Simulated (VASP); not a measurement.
SiC, 8 atoms in the cell. The structure is hexagonal, space group P6_3mc (No. 186). Conventional cell: a = 3.193 Å, b = 3.193 Å, c = 10.460 Å, α = 90.00°, β = 90.00°, γ = 120.00°. Within 2.6 Å of Si (site symmetry 3m) lie 4 C at 1.96 to 1.97 Å. Within 2.6 Å of Si (site symmetry 3m) lie 4 C at 1.95 to 1.96 Å. Within 2.6 Å of C (site symmetry 3m) lie 4 Si at 1.95 to 1.97 Å. Within 2.6 Å of C (site symmetry 3m) lie 4 Si at 1.96 Å.  This cell differs from its parent crystal: volume scaled by 1.10, then relaxed in part.

* Program: VASP 6.6.1
* Task: single point
* Functional: PBE
* Potentials or basis: VASP PAW PBE potentials, release 64 (Si, C)
* Cutoff: 520 eV
* k mesh: 12 × 12 × 4
* Occupations: gaussian, width 0.02 eV
* Spin: no spin polarisation
* Dipole correction: no
* Further INCAR settings: ALGO = Normal; EDIFF = 1e-06; NBANDS = 26

Potentials or basis: VASP PAW PBE potentials, release 64 (Si, C).

The run is started by

```console
$ cat potpaw_PBE.64/Si/POTCAR potpaw_PBE.64/C/POTCAR > POTCAR
$ mpirun -np 1 vasp_std > vasp.out
```

Hardware: 1 thread of Intel Xeon 6975P-C, with other jobs on the host.

**Question.** Estimate the wall time of this run.

**Answer.** Wall time 110 s on 1 thread of Intel Xeon 6975P-C, on a shared host, peak memory 0.26 GiB. Counts: scf iterations 14, k points 57.
